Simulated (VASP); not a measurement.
Set up this calculation in VASP 6.6.1, as the native input.

* Task: single point
* Functional: r2SCAN
* Potentials or basis: VASP PAW PBE potentials, release 64 (Be)
* Cutoff: 520 eV
* k mesh: 18 × 18 × 5
* Occupations: fermi-dirac, width 0.1 eV
* Spin: no spin polarisation
* Dipole correction: no
* Further INCAR settings: ALGO = Normal; EDIFF = 1e-06; NBANDS = 12

Be:

```
Be
1.0
     2.34126    0.00000    0.00000
    -1.17063    2.02759    0.00000
     0.00000    0.00000    7.45630
Be
4
Cartesian
  1.1706 2.0276 7.4563
  -1.1706 2.0276 3.7282
  0.0000 1.3517 1.8641
  1.1706 0.6759 5.5922
```

One way to write it, as run:

POSCAR

```
Be
1.0
    2.3412626568      0.0000000000      0.0000000000
   -1.1706313284      2.0275929377      0.0000000000
    0.0000000000      0.0000000000      7.4563017827
Be
4
Direct
    1.0000000000      1.0000000000      1.0000000000
    0.0000000000      1.0000000000      0.5000000000
    0.3333333333      0.6666666667      0.2500000000
    0.6666666667      0.3333333333      0.7500000000
```

INCAR.step1

```
SYSTEM = Be
  PREC = Accurate
  ENCUT = 520
  ISMEAR = -1
  SIGMA = 0.1
  LREAL = .FALSE.
  LASPH = .TRUE.
  NELM = 100
  NBANDS = 12
  GGA = PE
  ALGO = Normal
  EDIFF = 1E-4
  LWAVE = .TRUE.
  LCHARG = .FALSE.
```

INCAR.step2

```
SYSTEM = Be
  PREC = Accurate
  ENCUT = 520
  EDIFF = 1E-6
  ISMEAR = -1
  SIGMA = 0.1
  LREAL = .FALSE.
  LASPH = .TRUE.
  NELM = 100
  ALGO = Normal
  ISIF = 2
  LWAVE = .FALSE.
  LCHARG = .FALSE.
  METAGGA = R2SCAN
  LMIXTAU = .TRUE.
  NBANDS = 12
  ISTART = 1
```

KPOINTS

```
Automatic mesh
0
G
  18 18 5
  0 0 0
```

Potentials or basis: VASP PAW PBE potentials, release 64 (Be).

Run with:

```sh
$ cat potpaw_PBE.64/Be/POTCAR > POTCAR
$ cp INCAR.step1 INCAR
$ mpirun -np 1 vasp_std > vasp.out
$ cp INCAR.step2 INCAR
$ mpirun -np 1 vasp_std > vasp.out
```

Results of the run:

```json
{
  "Pressure": "-11.6 GPa",
  "Band gap on the k mesh": "zero (bands 4 and 5 overlap by 1.37 eV)"
}
```

Caveat: the cell stands under tension; the PAW data sets were made with another functional, which shifts forces and pressure a little.

Run time: 76 s on 1 thread of Intel(R) Xeon(R) Platinum 8559C (Emerald Rapids), with other jobs on the host, peak memory 0.16 GiB.
